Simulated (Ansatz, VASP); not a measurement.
## Al2Cu in VASP and in Ansatz

```
CELL_PARAMETERS angstrom
4.10518 0.00000 0.00000
0.00000 4.10518 0.00000
0.00000 0.00000 2.89131
ATOMIC_POSITIONS crystal
Al 0.50000 0.00000 0.50000
Al 0.00000 0.50000 0.50000
Cu 0.00000 0.00000 0.00000
```

Alike in both runs: task single point; functional PBEsol; k mesh 6 × 6 × 8; occupations gaussian, width 0.1 eV; no spin polarisation.

```csv
,VASP,Ansatz
version,VASP 6.6.1,Ansatz 0.2.0
potentials or method,"VASP PAW PBE potentials, release 64 (Al, Cu), cutoff 520 eV","scalar-relativistic, plane waves, PAW"
valence electrons in the cell,17,25
```

```csv
,VASP,Ansatz,Ansatz less VASP
gap on the k mesh at the Fermi level (eV),none,none,-
pressure (GPa),-2.0,-2.2,-0.17
"traceless stress, the component that is largest in VASP (GPa)",-1.58,-1.50,+0.077
```

VASP's potentials were made for PBE, not for PBEsol. A gap of «none» marks a metal or a gap that the smearing closes. VASP's potentials hold 17 valence electrons a cell and Ansatz's 25, so a difference there can come from the potentials and not from the codes.
